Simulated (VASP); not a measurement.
# Y (P6_3/mmc) in VASP: notebook

The runs below take Y through single point, with PBE.

All numbers are computed with VASP 6.6.1; they aren't measurements. Logs are shortened: lines on timing, memory, paths and dates and some standing lists are left out, and cuts for length are marked.

## 1. The cell of the first run

The structure is hexagonal, space group P6_3/mmc (No. 194). The conventional cell has a = 3.748 Å, b = 3.748 Å, c = 5.847 Å, α = 90.00°, β = 90.00°, γ = 120.00°. Y (site symmetry -6m2) has 12 Y at 3.64 to 3.75 Å within 4.8 Å.

## 2. Single point, PBE (volume scaled by 1.08)

Contents of INCAR:

```
SYSTEM = Y
ALGO = Normal ; EDIFF = 1E-6
ENCUT = 520 ; GGA = PE
ISIF = 2 ; ISMEAR = -1
LASPH = .TRUE. ; LCHARG = .TRUE.
LELF = .TRUE. ; LREAL = .FALSE.
LVHAR = .TRUE. ; LWAVE = .FALSE.
NBANDS = 18 ; NELM = 80
PREC = Accurate ; SIGMA = 0.1
```

Contents of KPOINTS:

```
k-points
0
G
  16 16 9
  0 0 0
```

Contents of POSCAR:

```
Y
1.0
    3.7484825657      0.0000000000      0.0000000000
   -1.8742412829      3.2462811276      0.0000000000
    0.0000000000      0.0000000000      5.8469491648
Y
2
Direct
    0.3333333333      0.6666666667      0.2500000000
    0.6666666667      0.3333333333      0.7500000000
```

Potentials or basis: VASP PAW PBE potentials, release 64 (Y_sv).

Command:

```console
$ cat potpaw_PBE.64/Y_sv/POTCAR > POTCAR
$ mpirun -np 1 vasp_std > vasp.out
```

OUTCAR:

```text
SYSTEM = Y
   EDIFF = 1E-6
   ENCUT = 520
   GGA = PE
   ISIF = 2
   ISMEAR = -1
   LASPH = .TRUE.
   LREAL = .FALSE.
   NELM = 80
   PREC = Accurate

 ion  position               nearest neighbor table
   1  0.333  0.667  0.250-   2 3.64   2 3.64   2 3.64   2 3.64   2 3.64   2 3.64
   2  0.667  0.333  0.750-   1 3.64   1 3.64   1 3.64   1 3.64   1 3.64   1 3.64

  LATTYP: Found a hexagonal cell.
 ALAT       =     3.7484825657
 C/A-ratio  =     1.5598176228

  Lattice vectors:

 A1 = (   3.7484825657,   0.0000000000,   0.0000000000)
 A2 = (  -1.8742412829,   3.2462811276,   0.0000000000)
 A3 = (   0.0000000000,   0.0000000000,   5.8469491648)

Analysis of symmetry for initial positions (statically):
=====================================================================
 Subroutine PRICEL returns:
 Original cell was already a primitive cell.

 Routine SETGRP: Setting up the symmetry group for a
 hexagonal supercell.

 Subroutine GETGRP returns: Found 24 space group operations
 (whereof 12 operations were pure point group operations)
 out of a pool of 24 trial point group operations.

The static configuration has the point symmetry D_3d.
 The point group associated with its full space group is D_6h.

Analysis of symmetry for dynamics (positions and initial velocities):
=====================================================================
 Subroutine PRICEL returns:
 Original cell was already a primitive cell.

 Routine SETGRP: Setting up the symmetry group for a
 hexagonal supercell.

 Subroutine GETGRP returns: Found 24 space group operations
 (whereof 12 operations were pure point group operations)
 out of a pool of 24 trial point group operations.

The dynamic configuration has the point symmetry D_3d.
 The point group associated with its full space group is D_6h.

 Subroutine INISYM returns: Found 24 space group operations
 (whereof 12 operations are pure point group operations),
 and found     1 'primitive' translations

----------------------------------------------------------------------------------------

                                     Primitive cell

  volume of cell :      71.1494

  direct lattice vectors                    reciprocal lattice vectors
     3.748482566  0.000000000  0.000000000     0.266774617  0.154022397  0.000000000
    -1.874241283  3.246281128  0.000000000     0.000000000  0.308044794  0.000000000
     0.000000000  0.000000000  5.846949165     0.000000000  0.000000000  0.171029365

  length of vectors
     3.748482566  3.748482566  5.846949165     0.308044794  0.308044794  0.171029365

  position of ions in fractional coordinates (direct lattice)
     0.333333333  0.666666667  0.250000000
     0.666666667  0.333333333  0.750000000

  ion indices of the primitive-cell ions
   primitive index   ion index
                 1           1
                 2           2

----------------------------------------------------------------------------------------

 KPOINTS: k-points

Automatic generation of k-mesh.
 Grid dimensions read from file:
 generate k-points for:   16   16    9

 Generating k-lattice:

  Cartesian coordinates                     Fractional coordinates (reciprocal lattice)
     0.016673414  0.009626400  0.000000000     0.062500000  0.000000000  0.000000000
     0.000000000  0.019252800  0.000000000     0.000000000  0.062500000  0.000000000
     0.000000000  0.000000000  0.019003263     0.000000000  0.000000000  0.111111111

  Length of vectors
     0.019252800  0.019252800  0.019003263

  Shift w.r.t. Gamma in fractional coordinates (k-lattice)
     0.000000000  0.000000000  0.000000000

 Subroutine IBZKPT returns following result:
 ===========================================

 Found    150 irreducible k-points:

 Following reciprocal coordinates:
            Coordinates               Weight
  0.000000  0.000000  0.000000      1.000000
  0.062500  0.000000  0.000000      6.000000
  0.125000  0.000000  0.000000      6.000000
  0.187500  0.000000  0.000000      6.000000
  0.250000  0.000000  0.000000      6.000000
  0.312500  0.000000  0.000000      6.000000
[... 16 lines left out ...]
  0.187500  0.187500  0.000000      6.000000
  0.250000  0.187500  0.000000     12.000000
 [... further k-points ...]
   k-points           NKPTS =    150   k-points in BZ     NKDIM =    150   number of bands    NBANDS=     18
   number of dos      NEDOS =    301   number of ions     NIONS =      2
   total plane-waves  NPLWV =  37632
   dimension x,y,z NGX =    28 NGY =   28 NGZ =   48
   dimension x,y,z NGXF=    56 NGYF=   56 NGZF=   96
   ions per type =               2
   NGX,Y,Z   is equivalent  to a cutoff of  12.42, 12.42, 13.65 a.u.
   NGXF,Y,Z  is equivalent  to a cutoff of  24.84, 24.84, 27.30 a.u.
 SYSTEM =  Y
   PREC   = accura    normal or accurate (medium, high low for compatibility)
   ISTART =      0    job   : 0-new  1-cont  2-samecut
   ICHARG =      2    charge: 1-file 2-atom 10-const
   ISPIN  =      1    spin polarized calculation?
   LNONCOLLINEAR =      F non collinear calculations
   LSORBIT =      F    spin-orbit coupling
   LASPH  =      T    aspherical Exc in radial PAW
   ENCUT  =  520.0 eV  38.22 Ry    6.18 a.u.   6.97  6.97 10.87*2*pi/ulx,y,z
   NELM   =     80;   NELMIN=  2; NELMDL= -5     # of ELM steps
   EDIFF  = 0.1E-05   stopping-criterion for ELM
   LREAL  =      F    real-space projection
   EDIFFG = 0.1E-04   stopping-criterion for IOM
   NSW    =      0    number of steps for IOM
   IBRION =     -1    ionic relax: 0-MD 1-quasi-New 2-CG
   NFREE  =      0    steps in history (QN), initial steepest desc. (CG)
   ISIF   =      2    stress and relaxation
   ISYM   =      2    0-nonsym 1-usesym 2-fastsym
   POTIM  = 0.5000    time-step for ionic-motion
   TEBEG  =    0.0;   TEEND  =   0.0 temperature during run
   PSTRESS=    0.0 pullay stress
   NELECT =      22.0000    total number of electrons
   NUPDOWN=      -1.0000    fix difference up-down
   EMIN   =  10.00;   EMAX   =-10.00  energy-range for DOS
   EFERMI =   0.00;   METHOD = LEGACY
   ISMEAR =    -1;   SIGMA  =   0.10  broadening in eV -4-tet -1-fermi 0-gaus
   EFERMI_NEDOS =   21; number of points for ismear=-14 and -15
   IALGO  =     38    algorithm
   IMIX   =      4    mixing-type and parameters
     AMIX     =   0.40;   BMIX     =  1.00
     AMIX_MAG =   1.60;   BMIX_MAG =  1.00
  volume/ion in A,a.u.               =      35.57       240.07
  Fermi-wavevector in a.u.,A,eV,Ry     =   1.107028  2.091980 16.674100  1.225512
  Thomas-Fermi vector in A             =   2.243537
   LORBIT       =      0    0 simple, 1 ext, 2 COOP (PROOUT), +10 PAW based schemes
   GGA     = PE    functional components
   LHFCALC =     F    Hartree Fock is set to
   AEXX    =    0.0000 exact exchange contribution
   IVDW    =     0    specifies the selected vdW correction
   LEPSILON=     F    determine dielectric tensor
   LRPA    =     F    only Hartree local field effects (RPA)
 non-spin polarized calculation
  energy-cutoff  :      520.00
  volume of cell :       71.15
 maximum number of plane-waves:      1930
 NGX is ok and might be reduce to    28
   NGX = 13   NGY = 13   NGZ = 21

 number of electron      22.0000000 magnetization

 Free energy of the ion-electron system (eV)
  ---------------------------------------------------
  ext. energy  EPLUGINS =         0.00000000
  ---------------------------------------------------
  free energy    TOTEN  =       -12.87893411 eV

  energy without entropy =      -12.75002638  energy(sigma->0) =      -12.81448025

 E-fermi :   2.6201     XC(G=0):  -9.1249

 val. band max:        2.6179262753   @ k =   0.2500   0.1250   0.0000
 cond. band min:       2.6235600781   @ k =   0.3750   0.0000   0.1111
 fundamental gap:      0.0056338027
 Fermi energy:         2.6200538124

 k-point     1 :       0.0000    0.0000    0.0000
  band No.  band energies     occupation
      1     -40.2729      2.00000
      2     -40.2203      2.00000
      3     -20.4621      2.00000
      4     -20.0998      2.00000
      5     -20.0998      2.00000
      6     -20.0284      2.00000
[... 10 lines left out ...]
     17       5.2031      0.00000
     18       5.2031      0.00000

 k-point     2 :       0.0625    0.0000    0.0000
  band No.  band energies     occupation
      1     -40.2716      2.00000
      2     -40.2199      2.00000
      3     -20.4568      2.00000
      4     -20.1102      2.00000
      5     -20.1035      2.00000
      6     -20.0394      2.00000
[... 10 lines left out ...]
     17       5.0998      0.00000
     18       5.1305      0.00000

 k-point     3 :       0.1250    0.0000    0.0000
  band No.  band energies     occupation
      1     -40.2677      2.00000
      2     -40.2187      2.00000
      3     -20.4413      2.00000
      4     -20.1398      2.00000
      5     -20.1136      2.00000
      6     -20.0704      2.00000
[... 10 lines left out ...]
     17       5.0068      0.00000
     18       5.1025      0.00000

 k-point     4 :       0.1875    0.0000    0.0000
  band No.  band energies     occupation
      1     -40.2617      2.00000
      2     -40.2170      2.00000
      3     -20.4167      2.00000
      4     -20.1844      2.00000
      5     -20.1284      2.00000
      6     -20.1158      2.00000
[... 375 lines left out ...]
      4     -20.2866      2.00000
      5     -20.2582      2.00000
      6     -20.2083      2.00000
[... 10 lines left out ...]
     17       7.2044      0.00000
     18       7.5247      0.00000

 k-point    23 :       0.1875    0.1875    0.0000
  band No.  band energies     occupation
      1     -40.2447      2.00000
      2     -40.2138      2.00000
      3     -20.3405      2.00000
      4     -20.2596      2.00000
      5     -20.2585      2.00000
      6     -20.1528      2.00000
[... 10 lines left out ...]
     17       6.1093      0.00000
     18       6.6959      0.00000

 k-point    24 :       0.2500    0.1875    0.0000
  band No.  band energies     occupation
      1     -40.2378      2.00000
      2     -40.2136      2.00000
      3     -20.3057      2.00000
      4     -20.3016      2.00000
      5     -20.2727      2.00000
      6     -20.1787      2.00000
[... 10 lines left out ...]
     17       6.5790      0.00000
     18       7.2196      0.00000

 [... further k-points ...]

------------------------ aborting loop because EDIFF is reached ----------------------------------------

  FORCE on cell =-STRESS in cart. coord.  units (eV):
  Direction    XX          YY          ZZ          XY          YZ          ZX
  --------------------------------------------------------------------------------------
  -------------------------------------------------------------------------------------
  Total       -1.2630734     -1.2630734     -1.2306022      0.0000000      0.0000000     -0.0000000
  in kB      -28.4425297    -28.4425297    -27.7113279      0.0000000      0.0000000     -0.0000000
  external PRESSURE =     -28.1987958 kB  Pullay stress =       0.0000000 kB

 VOLUME and BASIS-vectors are now :
 -----------------------------------------------------------------------------
  energy-cutoff  :      520.00
  volume of cell :       71.15
      direct lattice vectors                 reciprocal lattice vectors
     3.748482566  0.000000000  0.000000000     0.266774617  0.154022397  0.000000000
    -1.874241283  3.246281128  0.000000000     0.000000000  0.308044794  0.000000000
     0.000000000  0.000000000  5.846949165     0.000000000  0.000000000  0.171029365

 POSITION                                       TOTAL-FORCE (eV/Angst)
 -----------------------------------------------------------------------------------
     -0.00000      2.16419      1.46174        -0.000000     -0.000000      0.000000
      1.87424      1.08209      4.38521         0.000000      0.000000      0.000000
 -----------------------------------------------------------------------------------
    total drift:                                0.000000     -0.000000      0.000000

  FREE ENERGIE OF THE ION-ELECTRON SYSTEM (eV)
  ---------------------------------------------------
  free  energy   TOTEN  =       -12.8789341150 eV

  energy  without entropy=      -12.7500263794  energy(sigma->0) =      -12.81448025
```

Run time: 3.1 min. Hardware: 1 thread of AMD EPYC 7R43 (Zen 3), shared host; peak memory 0.28 GiB.

Results:

| Quantity | Value |
| --- | --- |
| Free energy | -12.8789 eV |
| Pressure | -2.8 GPa |
| Band gap on the k mesh | zero (band 11 reaches 3.42 eV, above the bottom of band 12 at 2.13 eV) |

## 3. Single point, PBE (volume scaled by 1.12)

Contents of INCAR:

```
SYSTEM = Y
PREC     = Accurate       ! precision mode
ENCUT    = 520            ! plane-wave cutoff, eV
EDIFF    = 1E-6           ! SCF threshold, eV
ISMEAR   = -1             ! smearing method
SIGMA    = 0.1            ! smearing width, eV
LREAL    = .FALSE.        ! projectors in reciprocal space
LASPH    = .TRUE.         ! aspherical terms in the spheres
NELM     = 80             ! most SCF steps
ALGO     = Normal         ! electronic algorithm
ISIF     = 2              ! what is computed and relaxed
LWAVE    = .FALSE.        ! write WAVECAR
LCHARG   = .TRUE.         ! write CHGCAR
GGA      = PE             ! functional
LELF     = .TRUE.         ! ELF
LVHAR    = .TRUE.       
NBANDS   = 18             ! bands
```

Contents of KPOINTS:

```
Automatic mesh
0
G
  16 16 9
  0 0 0
```

Contents of POSCAR:

```
Y
1.0
    3.7942002734      0.0000000000      0.0000000000
   -1.8971001367      3.2858738238      0.0000000000
    0.0000000000      0.0000000000      5.9182604510
Y
2
Direct
    0.3333333333      0.6666666667      0.2500000000
    0.6666666667      0.3333333333      0.7500000000
```

Potentials or basis: VASP PAW PBE potentials, release 64 (Y_sv).

Command:

```console
$ cat potpaw_PBE.64/Y_sv/POTCAR > POTCAR
$ mpirun -np 1 vasp_std > vasp.out
```

OUTCAR:

```text
SYSTEM = Y
   PREC = Accurate
   ENCUT = 520
   EDIFF = 1E-6
   ISMEAR = -1
   LREAL = .FALSE.
   LASPH = .TRUE.
   NELM = 80
   ISIF = 2
   GGA = PE

 ion  position               nearest neighbor table
   1  0.333  0.667  0.250-   2 3.68   2 3.68   2 3.68   2 3.68   2 3.68   2 3.68
   2  0.667  0.333  0.750-   1 3.68   1 3.68   1 3.68   1 3.68   1 3.68   1 3.68

  LATTYP: Found a hexagonal cell.
 ALAT       =     3.7942002734
 C/A-ratio  =     1.5598176228

  Lattice vectors:
[... 692 lines left out ...]

------------------------ aborting loop because EDIFF is reached ----------------------------------------

  FORCE on cell =-STRESS in cart. coord.  units (eV):
  Direction    XX          YY          ZZ          XY          YZ          ZX
  --------------------------------------------------------------------------------------
  -------------------------------------------------------------------------------------
  Total       -1.7970744     -1.7970744     -1.7561751     -0.0000000      0.0000000     -0.0000000
  in kB      -39.0221709    -39.0221709    -38.1340733     -0.0000000      0.0000000     -0.0000000
  external PRESSURE =     -38.7261383 kB  Pullay stress =       0.0000000 kB

 VOLUME and BASIS-vectors are now :
 -----------------------------------------------------------------------------
  energy-cutoff  :      520.00
  volume of cell :       73.78
      direct lattice vectors                 reciprocal lattice vectors
     3.794200273  0.000000000  0.000000000     0.263560152  0.152166525  0.000000000
    -1.897100137  3.285873824  0.000000000     0.000000000  0.304333049  0.000000000
     0.000000000  0.000000000  5.918260451     0.000000000  0.000000000  0.168968569

 POSITION                                       TOTAL-FORCE (eV/Angst)
 -----------------------------------------------------------------------------------
     -0.00000      2.19058      1.47957         0.000000     -0.000000      0.000000
      1.89710      1.09529      4.43870        -0.000000      0.000000      0.000000
 -----------------------------------------------------------------------------------
    total drift:                               -0.000000      0.000000     -0.000000

  FREE ENERGIE OF THE ION-ELECTRON SYSTEM (eV)
  ---------------------------------------------------
  free  energy   TOTEN  =       -12.8237638376 eV

  energy  without entropy=      -12.6909121374  energy(sigma->0) =      -12.75733799
```

OSZICAR:

```text
N       E                     dE             d eps       ncg     rms          rms(c)
DAV:   1     0.878891214321E+02    0.87889E+02   -0.11181E+04  5408   0.114E+03
DAV:   2    -0.541221362657E+01   -0.93301E+02   -0.91688E+02  6616   0.257E+02
DAV:   3    -0.130892644589E+02   -0.76771E+01   -0.76068E+01  9590   0.427E+01
DAV:   4    -0.133168030068E+02   -0.22754E+00   -0.22713E+00  6832   0.759E+00
DAV:   5    -0.133229877258E+02   -0.61847E-02   -0.61830E-02  8220   0.948E-01    0.306E+01
DAV:   6    -0.129213895613E+02    0.40160E+00   -0.50235E-01  5996   0.411E+00    0.190E+01
DAV:   7    -0.128362494479E+02    0.85140E-01   -0.96664E-01  6788   0.527E+00    0.171E+00
DAV:   8    -0.128250048254E+02    0.11245E-01   -0.18501E-01  6692   0.236E+00    0.136E+00
DAV:   9    -0.128237691565E+02    0.12357E-02   -0.36828E-03  7702   0.370E-01    0.308E-01
DAV:  10    -0.128238948770E+02   -0.12572E-03   -0.22849E-03  5856   0.418E-01    0.451E-01
DAV:  11    -0.128237670732E+02    0.12780E-03   -0.24536E-04  6168   0.136E-01    0.517E-02
DAV:  12    -0.128237620704E+02    0.50029E-05   -0.30577E-05  7086   0.444E-02    0.135E-02
DAV:  13    -0.128237638356E+02   -0.17652E-05   -0.32262E-06  6310   0.154E-02    0.210E-03
DAV:  14    -0.128237638376E+02   -0.19904E-08   -0.66669E-08  3358   0.160E-03
   1 F= -.12823764E+02 E0= -.12757338E+02  d E =-.132852E+00
```

stdout:

```text
POSCAR found type information on POSCAR Y
 POSCAR found :  1 types and       2 ions
 scaLAPACK will be used
 LDA part: xc-table for (Slater+PW92), standard interpolation
 POSCAR, INCAR and KPOINTS ok, starting setup
 FFT: planning ... GRIDC
 FFT: planning ... GRID_SOFT
 FFT: planning ... GRID
 WAVECAR not read
 entering main loop
```

It took 3.1 min on 1 thread of AMD EPYC 7R43 (Zen 3), shared host; peak memory 0.29 GiB.

What came out:

```
Free energy            : -12.8238 eV
Pressure               : -3.9 GPa
Band gap on the k mesh : zero (band 11 reaches 3.24 eV, above the bottom of band 12 at 1.98 eV)
```
